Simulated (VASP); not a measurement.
# ZnO (P6_3mc) in VASP: notebook, part 2 of 2

VASP 6.6.1.

### 3 Single point, r2SCAN (strain +0.000 along x and y, +0.080 along z)

File POSCAR:

```
ZnO
1.0
    3.2352006039      0.0000000000      0.0000000000
   -1.6176003019      2.8017659094      0.0000000000
    0.0000000000      0.0000000000      5.6283293093
Zn O
2 2
Direct
    0.3333333333      0.6666666667      0.0012360734
    0.6666666667      0.3333333333      0.5012360734
    0.3333333333      0.6666666667      0.3808639266
    0.6666666667      0.3333333333      0.8808639266
```

File INCAR.step1:

```
SYSTEM = ZnO
PREC = Accurate
ENCUT = 520
ISMEAR = 0
SIGMA = 0.05
LREAL = .False.
LASPH = .True.
NELM = 80
NBANDS = 26
GGA = PE
ALGO = Normal
EDIFF = 1E-4
LWAVE = .True.
LCHARG = .False.
```

File INCAR.step2:

```
SYSTEM = ZnO
PREC = Accurate
ENCUT = 520
EDIFF = 1E-6
ISMEAR = 0
SIGMA = 0.05
LREAL = .False.
LASPH = .True.
NELM = 80
ALGO = Normal
ISIF = 2
LWAVE = .False.
LCHARG = .False.
METAGGA = R2SCAN
LMIXTAU = .True.
NBANDS = 26
ISTART = 1
```

File KPOINTS:

```
Automatic mesh
0
Gamma
  12 12 6
  0 0 0
```

Potentials or basis: VASP PAW PBE potentials, release 64 (Zn, O).

Run with:

```console
$ cat potpaw_PBE.64/Zn/POTCAR potpaw_PBE.64/O/POTCAR > POTCAR
$ cp INCAR.step1 INCAR
$ mpirun -np 1 vasp_std > vasp.out
$ cp INCAR.step2 INCAR
$ mpirun -np 1 vasp_std > vasp.out
```

OUTCAR:

```text
SYSTEM = ZnO
   PREC = Accurate
   ENCUT = 520
   EDIFF = 1E-6
   ISMEAR = 0
   LREAL = .False.
   LASPH = .True.
   NELM = 80
   ISIF = 2
   METAGGA = R2SCAN
   ISTART = 1

 ion  position               nearest neighbor table
   1  0.333  0.667  0.001-   4 1.99   4 1.99   4 1.99   3 2.14
   2  0.667  0.333  0.501-   3 1.99   3 1.99   3 1.99   4 2.14
   3  0.333  0.667  0.381-   2 1.99   2 1.99   2 1.99   1 2.14
   4  0.667  0.333  0.881-   1 1.99   1 1.99   1 1.99   2 2.14

  LATTYP: Found a hexagonal cell.
 ALAT       =     3.2352006039
 C/A-ratio  =     1.7397157081

  Lattice vectors:

 A1 = (   3.2352006039,   0.0000000000,   0.0000000000)
 A2 = (  -1.6176003019,   2.8017659094,   0.0000000000)
 A3 = (   0.0000000000,   0.0000000000,   5.6283293093)

Analysis of symmetry for initial positions (statically):
=====================================================================
 Subroutine PRICEL returns:
 Original cell was already a primitive cell.

 Routine SETGRP: Setting up the symmetry group for a
 hexagonal supercell.

 Subroutine GETGRP returns: Found 12 space group operations
 (whereof  6 operations were pure point group operations)
 out of a pool of 24 trial point group operations.

The static configuration has the point symmetry C_3v.
 The point group associated with its full space group is C_6v.

Analysis of symmetry for dynamics (positions and initial velocities):
=====================================================================
 Subroutine PRICEL returns:
 Original cell was already a primitive cell.

 Routine SETGRP: Setting up the symmetry group for a
 hexagonal supercell.

 Subroutine GETGRP returns: Found 12 space group operations
 (whereof  6 operations were pure point group operations)
 out of a pool of 24 trial point group operations.

The dynamic configuration has the point symmetry C_3v.
 The point group associated with its full space group is C_6v.

 Subroutine INISYM returns: Found 12 space group operations
 (whereof  6 operations are pure point group operations),
 and found     1 'primitive' translations

----------------------------------------------------------------------------------------

                                     Primitive cell

  volume of cell :      51.0167

  direct lattice vectors                    reciprocal lattice vectors
     3.235200604  0.000000000  0.000000000     0.309099843  0.178458878  0.000000000
    -1.617600302  2.801765909  0.000000000     0.000000000  0.356917756  0.000000000
     0.000000000  0.000000000  5.628329309     0.000000000  0.000000000  0.177672617

  length of vectors
     3.235200604  3.235200604  5.628329309     0.356917756  0.356917756  0.177672617

  position of ions in fractional coordinates (direct lattice)
     0.333333333  0.666666667  0.001236073
     0.666666667  0.333333333  0.501236073
     0.333333333  0.666666667  0.380863927
     0.666666667  0.333333333  0.880863927

  ion indices of the primitive-cell ions
   primitive index   ion index
                 1           1
                 2           2
                 3           3
                 4           4

----------------------------------------------------------------------------------------

 KPOINTS: Automatic mesh

Automatic generation of k-mesh.
 Grid dimensions read from file:
 generate k-points for:   12   12    6

 Generating k-lattice:

  Cartesian coordinates                     Fractional coordinates (reciprocal lattice)
     0.025758320  0.014871573  0.000000000     0.083333333  0.000000000  0.000000000
     0.000000000  0.029743146  0.000000000     0.000000000  0.083333333  0.000000000
     0.000000000  0.000000000  0.029612103     0.000000000  0.000000000  0.166666667

  Length of vectors
     0.029743146  0.029743146  0.029612103

  Shift w.r.t. Gamma in fractional coordinates (k-lattice)
     0.000000000  0.000000000  0.000000000

 Subroutine IBZKPT returns following result:
 ===========================================

 Found     76 irreducible k-points:

 Following reciprocal coordinates:
            Coordinates               Weight
  0.000000  0.000000  0.000000      1.000000
  0.083333 -0.000000  0.000000      6.000000
  0.166667  0.000000  0.000000      6.000000
  0.250000  0.000000  0.000000      6.000000
  0.333333 -0.000000  0.000000      6.000000
  0.416667 -0.000000  0.000000      6.000000
[... 16 lines left out ...]
  0.250000  0.000000  0.166667     12.000000
  0.333333 -0.000000  0.166667     12.000000
 [... further k-points ...]
   k-points           NKPTS =     76   k-points in BZ     NKDIM =     76   number of bands    NBANDS=     26
   number of dos      NEDOS =    301   number of ions     NIONS =      4
   total plane-waves  NPLWV =  24192
   dimension x,y,z NGX =    24 NGY =   24 NGZ =   42
   dimension x,y,z NGXF=    48 NGYF=   48 NGZF=   84
   ions per type =               2   2
   NGX,Y,Z   is equivalent  to a cutoff of  12.33, 12.33, 12.41 a.u.
   NGXF,Y,Z  is equivalent  to a cutoff of  24.67, 24.67, 24.81 a.u.
 SYSTEM =  ZnO
   PREC   = accura    normal or accurate (medium, high low for compatibility)
   ISTART =      1    job   : 0-new  1-cont  2-samecut
   ICHARG =      0    charge: 1-file 2-atom 10-const
   ISPIN  =      1    spin polarized calculation?
   LNONCOLLINEAR =      F non collinear calculations
   LSORBIT =      F    spin-orbit coupling
   LASPH  =      T    aspherical Exc in radial PAW
   ENCUT  =  520.0 eV  38.22 Ry    6.18 a.u.   6.02  6.02 10.46*2*pi/ulx,y,z
   NELM   =     80;   NELMIN=  2; NELMDL=  0     # of ELM steps
   EDIFF  = 0.1E-05   stopping-criterion for ELM
   LREAL  =      F    real-space projection
   EDIFFG = 0.1E-04   stopping-criterion for IOM
   NSW    =      0    number of steps for IOM
   IBRION =     -1    ionic relax: 0-MD 1-quasi-New 2-CG
   NFREE  =      0    steps in history (QN), initial steepest desc. (CG)
   ISIF   =      2    stress and relaxation
   ISYM   =      2    0-nonsym 1-usesym 2-fastsym
   POTIM  = 0.5000    time-step for ionic-motion
   TEBEG  =    0.0;   TEEND  =   0.0 temperature during run
   PSTRESS=    0.0 pullay stress
   NELECT =      36.0000    total number of electrons
   NUPDOWN=      -1.0000    fix difference up-down
   EMIN   =  10.00;   EMAX   =-10.00  energy-range for DOS
   EFERMI =   0.00;   METHOD = LEGACY
   ISMEAR =     0;   SIGMA  =   0.05  broadening in eV -4-tet -1-fermi 0-gaus
   EFERMI_NEDOS =   21; number of points for ismear=-14 and -15
   IALGO  =     38    algorithm
   IMIX   =      4    mixing-type and parameters
     AMIX     =   0.40;   BMIX     =  1.00
     AMIX_MAG =   1.60;   BMIX_MAG =  1.00
  volume/ion in A,a.u.               =      12.75        86.07
  Fermi-wavevector in a.u.,A,eV,Ry     =   1.457487  2.754252 28.902442  2.124270
  Thomas-Fermi vector in A             =   2.574283
   LORBIT       =      0    0 simple, 1 ext, 2 COOP (PROOUT), +10 PAW based schemes
   METAGGA = R2SCAN    functional components
   LHFCALC =     F    Hartree Fock is set to
   AEXX    =    0.0000 exact exchange contribution
   IVDW    =     0    specifies the selected vdW correction
   LEPSILON=     F    determine dielectric tensor
   LRPA    =     F    only Hartree local field effects (RPA)
 non-spin polarized calculation
 Gauss-broadening in eV      SIGMA  =   0.05
  energy-cutoff  :      520.00
  volume of cell :       51.02
 maximum number of plane-waves:      1404
   NGX = 13   NGY = 13   NGZ = 21

 number of electron      36.0000043 magnetization

 Free energy of the ion-electron system (eV)
  ---------------------------------------------------
  ext. energy  EPLUGINS =         0.00000000
  ---------------------------------------------------
  free energy    TOTEN  =       -36.10888145 eV

  energy without entropy =      -36.10888145  energy(sigma->0) =      -36.10888145

 E-fermi :   0.5575     XC(G=0): -11.2635

 val. band max:        0.3255865377   @ k =   0.0000   0.0000   0.0000
 cond. band min:       1.3042217688   @ k =   0.0000   0.0000   0.0000
 fundamental gap:      0.9786352311
 Fermi energy:         0.5574617333

 k-point     1 :       0.0000    0.0000    0.0000
  band No.  band energies     occupation
      1     -18.3184      2.00000
      2     -17.8322      2.00000
      3      -5.3229      2.00000
      4      -5.3229      2.00000
      5      -5.2452      2.00000
      6      -5.1778      2.00000
[... 685 lines left out ...]
     25      14.4145      0.00000
     26      15.1040      0.00000

 [... further k-points ...]

------------------------ aborting loop because EDIFF is reached ----------------------------------------

  FORCE on cell =-STRESS in cart. coord.  units (eV):
  Direction    XX          YY          ZZ          XY          YZ          ZX
  --------------------------------------------------------------------------------------
  -------------------------------------------------------------------------------------
  Total       -1.1760037     -1.1760037     -5.1473458     -0.0000000      0.0000000      0.0000000
  in kB      -36.9323309    -36.9323309   -161.6521063     -0.0000000      0.0000000      0.0000000
  external PRESSURE =     -78.5055894 kB  Pullay stress =       0.0000000 kB

 VOLUME and BASIS-vectors are now :
 -----------------------------------------------------------------------------
  energy-cutoff  :      520.00
  volume of cell :       51.02
      direct lattice vectors                 reciprocal lattice vectors
     3.235200604  0.000000000  0.000000000     0.309099843  0.178458878  0.000000000
    -1.617600302  2.801765909  0.000000000     0.000000000  0.356917756  0.000000000
     0.000000000  0.000000000  5.628329309     0.000000000  0.000000000  0.177672617

 POSITION                                       TOTAL-FORCE (eV/Angst)
 -----------------------------------------------------------------------------------
     -0.00000      1.86784      0.00696         0.000000      0.000000      0.266658
      1.61760      0.93392      2.82112        -0.000000     -0.000000      0.266658
     -0.00000      1.86784      2.14363        -0.000000      0.000000     -0.266658
      1.61760      0.93392      4.95779        -0.000000     -0.000000     -0.266658
 -----------------------------------------------------------------------------------
    total drift:                               -0.000000      0.000000     -0.048038

  FREE ENERGIE OF THE ION-ELECTRON SYSTEM (eV)
  ---------------------------------------------------
  free  energy   TOTEN  =       -36.1088814538 eV

  energy  without entropy=      -36.1088814538  energy(sigma->0) =      -36.10888145
```

Run time: 3 min. Hardware: 1 thread of AMD EPYC 9R45 (Zen 5), shared host; peak memory 0.19 GiB.

What came out:

```
Free energy            : -36.1089 eV
Pressure               : -7.9 GPa
Largest force          : 0.267 eV/Å
Band gap on the k mesh : 0.98 eV
```

Forces in eV/Å, atoms in the order of the input:
```
Zn   0.000  0.000  0.267
Zn   0.000  0.000  0.267
O    0.000  0.000 -0.267
O    0.000  0.000 -0.267
```

Levels at points of the mesh, in eV from the valence-band top:
| k point | band 15 | band 16 | band 17 | band 18 | band 19 | band 20 | band 21 | band 22 |
| --- | --- | --- | --- | --- | --- | --- | --- | --- |
| (0.00, 0.00, 0.00) | -0.56 | -0.29 | 0.00 | 0.00 | 0.98 | 5.69 | 7.84 | 13.04 |
| (0.50, 0.00, 0.00) | -2.66 | -1.91 | -1.31 | -0.88 | 6.06 | 7.24 | 7.44 | 8.98 |
| (0.00, 0.00, 0.50) | -0.28 | -0.28 | -0.28 | -0.28 | 3.56 | 3.56 | 9.91 | 9.91 |
| (0.50, 0.00, 0.50) | -1.52 | -1.52 | -1.38 | -1.38 | 5.90 | 5.90 | 8.69 | 8.69 |

Caveat: the cell differs from its parent crystal (strain +0.000 along x and y, +0.080 along z); the stress differs along the axes, from -16 to -4 GPa; the PAW data sets were made with another functional, which shifts forces and pressure a little.

### 4 Single point, r2SCAN (strain +0.040 along x and y, +0.000 along z)

File POSCAR:

```
ZnO
1.0
    3.3646086281      0.0000000000      0.0000000000
   -1.6823043140      2.9138365457      0.0000000000
    0.0000000000      0.0000000000      5.2114160271
Zn O
2 2
Direct
    0.3333333333      0.6666666667      0.0012360734
    0.6666666667      0.3333333333      0.5012360734
    0.3333333333      0.6666666667      0.3808639266
    0.6666666667      0.3333333333      0.8808639266
```

File INCAR.step1:

```
PREC     = Accurate       # precision mode
ENCUT    = 520            # plane-wave cutoff, eV
ISMEAR   = 0              # smearing method
SIGMA    = 0.05           # smearing width, eV
LREAL    = False          # projectors in reciprocal space
LASPH    = True           # aspherical terms in the spheres
NELM     = 60             # most SCF steps
NBANDS   = 26             # bands
GGA      = PE             # functional
ALGO     = Normal         # electronic algorithm
EDIFF    = 1E-4           # SCF threshold, eV
LWAVE    = True           # write WAVECAR
LCHARG   = False          # write CHGCAR
```

File INCAR.step2:

```
PREC     = Accurate       # precision mode
ENCUT    = 520            # plane-wave cutoff, eV
EDIFF    = 1E-6           # SCF threshold, eV
ISMEAR   = 0              # smearing method
SIGMA    = 0.05           # smearing width, eV
LREAL    = False          # projectors in reciprocal space
LASPH    = True           # aspherical terms in the spheres
NELM     = 60             # most SCF steps
ALGO     = Normal         # electronic algorithm
ISIF     = 2              # what is computed and relaxed
LWAVE    = False          # write WAVECAR
LCHARG   = False          # write CHGCAR
METAGGA  = R2SCAN         # meta-GGA
LMIXTAU  = True         
NBANDS   = 26             # bands
ISTART   = 1
```

File KPOINTS:

```
Automatic mesh
0
Gamma
  12 12 6
```

Run with:

```console
$ cat potpaw_PBE.64/Zn/POTCAR potpaw_PBE.64/O/POTCAR > POTCAR
$ cp INCAR.step1 INCAR
$ mpirun -np 1 vasp_std > vasp.out
$ cp INCAR.step2 INCAR
$ mpirun -np 1 vasp_std > vasp.out
```

It took 3.7 min on 1 thread of AMD EPYC 9R45 (Zen 5), shared host; peak memory 0.2 GiB.

The run converged. Its results:

* Free energy: -36.1795 eV
* Pressure: -8.9 GPa
* Largest force: 0.285 eV/Å
* Band gap on the k mesh: 1.14 eV

Forces in eV/Å, atoms in the order of the input:
```
Zn   0.000  0.000 -0.285
Zn   0.000  0.000 -0.285
O    0.000  0.000  0.285
O    0.000  0.000  0.285
```

Stress tensor (GPa, compression positive):
```
-11.38   0.00   0.00
  0.00 -11.38   0.00
  0.00   0.00  -3.88
```

Levels at points of the mesh, in eV from the valence-band top:
```tsv
k point	band 14	band 15	band 16	band 17	band 18	band 19	band 20	band 21	band 22	band 23
(0.00, 0.00, 0.00)	-0.83	-0.83	-0.01	-0.01	0.00	1.14	5.48	8.92	13.00	13.00
(0.50, 0.00, 0.00)	-3.23	-2.62	-2.18	-1.14	-0.71	6.04	7.19	8.24	8.58	11.35
(0.00, 0.00, 0.50)	-2.08	-0.41	-0.41	-0.41	-0.41	3.80	3.80	10.81	10.81	13.28
(0.50, 0.00, 0.50)	-3.58	-1.40	-1.40	-1.14	-1.14	6.17	6.17	8.67	8.67	11.81
```

Caveat: the cell differs from its parent crystal (strain +0.040 along x and y, +0.000 along z); the stress differs along the axes, from -11 to -4 GPa; the PAW data sets were made with another functional, which shifts forces and pressure a little.

### 5 Summary

```csv
cell,gap on the mesh (eV),pressure (GPa),largest force (eV/Å)
"a = 3.494, b = 3.494, c = 5.628 Å, angles 90.0, 90.0, 120.0°, 4 atoms",0.85,-20.5,0.01
"a = 3.235, b = 3.235, c = 5.628 Å, angles 90.0, 90.0, 120.0°, 4 atoms",0.98,-7.9,0.27
"a = 3.365, b = 3.365, c = 5.211 Å, angles 90.0, 90.0, 120.0°, 4 atoms",1.14,-8.9,0.28
```

Alike in all rows: task single point; level r2SCAN; potentials or basis VASP PAW PBE potentials, release 64 (Zn, O); no spin polarisation; k mesh 12 × 12 × 6; cutoff (eV) 520; smearing gaussian 0.05 eV.

Caveats: the PAW data sets were made with another functional, which shifts forces and pressure a little; the cell stands under tension (at least some runs); the stress differs along the axes, from -16 to -4 GPa (at least some runs); the stress differs along the axes, from -11 to -4 GPa (at least some runs).

Total energies depend on the potentials used, so only differences within one code and one set of settings carry meaning.
